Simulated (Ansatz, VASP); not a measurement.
## Two plane-wave programs on CrO2

```
CELL_PARAMETERS angstrom
2.59933 0.00000 0.00000
-1.29966 2.25108 0.00000
0.00000 0.00000 13.72642
ATOMIC_POSITIONS crystal
Cr 0.33333 0.66667 0.00000
O 0.66667 0.33333 0.91658
O 0.66667 0.33333 0.08342
```

Alike in both runs: functional r2SCAN; k mesh 15 × 15 × 4; occupations gaussian, width 0.02 eV; no spin polarisation.

Ansatz relaxed the structure, and its values are those at the end. VASP's run is a single point on that final structure, the one shown.

|  | VASP | Ansatz |
| --- | --- | --- |
| version | VASP 6.6.1 | Ansatz 0.2.0 |
| potentials or method | VASP PAW PBE potentials, release 64 (Cr_pv, O), cutoff 520 eV | scalar-relativistic, plane waves, PAW |
| valence electrons in the cell | 24 | 26 |

|  | VASP | Ansatz | Ansatz less VASP |
| --- | --- | --- | --- |
| gap on the k mesh at the Fermi level (eV) | 0.43 | 0.43 | 0.000 |
| least direct gap on the mesh (eV) | 1.65 | 1.69 | +0.038 |
| rms of the force components (eV/Å) | 0.078 | 0.001 | -0.0771 |

VASP's potentials were made for PBE, not for r2SCAN. VASP's potentials hold 24 valence electrons a cell and Ansatz's 26, so a difference there can come from the potentials and not from the codes.
